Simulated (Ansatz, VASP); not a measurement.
# Two plane-wave programs on ZnS

File INCAR:

```
PREC = Accurate ; ENCUT = 520
EDIFF = 1E-7 ; ISMEAR = 0
SIGMA = 0.01 ; LREAL = False
LASPH = True ; NELM = 100
ALGO = Normal ; ISIF = 2
LWAVE = False ; LCHARG = False
GGA = PS ; NBANDS = 26
```

File KPOINTS:

```
regular mesh
0
Gamma
  12 12 6
```

The input POSCAR:

```
ZnS
1.0
    3.7822342358      0.0000000000      0.0000000000
   -1.8911171179      3.2755109313      0.0000000000
    0.0000000000      0.0000000000      6.2081486949
Zn S
2 2
Direct
    0.3333333333      0.6666666667     -0.0467678399
    0.6666666667      0.3333333333      0.4532321601
    0.3333333333      0.6666666667      0.4217678399
    0.6666666667      0.3333333333      0.9217678399
```

Input for Ansatz:

```yaml
crystal:
  lattice:
    - [3.7822342358, 0.0, 0.0]
    - [-1.8911171179, 3.2755109313, 0.0]
    - [0.0, 0.0, 6.2081486949]
  atoms:
    - { symbol: Zn, position: [0.3333333333, 0.6666666667, -0.0467678399] }
    - { symbol: Zn, position: [0.6666666667, 0.3333333333, 0.4532321601] }
    - { symbol: S, position: [0.3333333333, 0.6666666667, 0.4217678399] }
    - { symbol: S, position: [0.6666666667, 0.3333333333, 0.9217678399] }
basis:
  ecutwfc: 420
  xc_grid: 2
kpoints:
  mp_grid: { grid: [12, 12, 6] }
hamiltonian:
  xc: pbesol
  pseudopotentials: { kind: paw, azcp: { folder: soft_1 } }
scf:
  occupations: { method: fixed }
output:
  forces: true
  stress: true
  eigenvalues: true
  polarization: {}
```

Change from the starting cell: polar distortion scaled by 0.25.

Alike in both runs: task single point; functional PBEsol; k mesh 12 × 12 × 6; no spin polarisation.

|  | VASP | Ansatz |
| --- | --- | --- |
| version | VASP 6.6.1 | Ansatz 0.2.0 |
| potentials or method | VASP PAW PBE potentials, release 64 (Zn, S), cutoff 520 eV | scalar-relativistic, plane waves, PAW |
| occupations | gaussian, width 0.01 eV | fixed |
| valence electrons in the cell | 36 | 36 |

Ansatz gave:

* gap on the k mesh at the Fermi level (eV): 2.54
* least direct gap on the mesh (eV): 2.55
* pressure (GPa): 5.2
* traceless stress, the component that is largest in VASP (GPa): -6.31
* rms of the force components (eV/Å): 0.299

Task: Estimate VASP's values.

Result: gap on the k mesh at the Fermi level (eV): 2.56; least direct gap on the mesh (eV): 2.56; pressure (GPa): 5.4; traceless stress, the component that is largest in VASP (GPa): -6.49; rms of the force components (eV/Å): 0.303.

VASP's potentials were made for PBE, not for PBEsol, and Ansatz warns of the same on its side. Atom by atom the forces differ by 0.004 eV/Å (rms over components).
